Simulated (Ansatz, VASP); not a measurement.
Two plane-wave programs on BiAs2O2

```xyz
5
Lattice="-2.2392 2.2392 4.9103 2.2392 -2.2392 4.9103 2.2392 2.2392 -4.9103" Properties=species:S:1:pos:R:3 pbc="T T T"
Bi    0.0000    0.0000    0.0000
As    2.2392    0.0000    2.4552
As    0.0000    2.2392    2.4552
O     0.0000    0.0000    7.3542
O     0.0000    0.0000    2.4665
```

Alike in both runs: functional PBE; k mesh 6 × 6 × 6; occupations gaussian, width 0.1 eV; no spin polarisation.

Ansatz relaxed the structure, and its values are those at the end. VASP's run is a single point on that final structure, the one shown.

```csv
,VASP,Ansatz
version,VASP 6.6.1,Ansatz 0.2.0
potentials or method,"VASP PAW PBE potentials, release 64 (Bi_d, As, O), cutoff 520 eV","scalar-relativistic, plane waves, PAW"
valence electrons in the cell,37,57
```

Ansatz gave:

```
gap on the k mesh at the Fermi level (eV) : none
pressure (GPa)                            : 0.1
rms of the force components (eV/Å)        : 0.004
```

Question: Which values does VASP return?

Answer: gap on the k mesh at the Fermi level (eV): none; pressure (GPa): 0.0; rms of the force components (eV/Å): 0.002.

A gap of «none» marks a metal or a gap that the smearing closes. VASP's potentials hold 37 valence electrons a cell and Ansatz's 57, so a difference there can come from the potentials and not from the codes.

Neither program's run includes spin-orbit coupling.
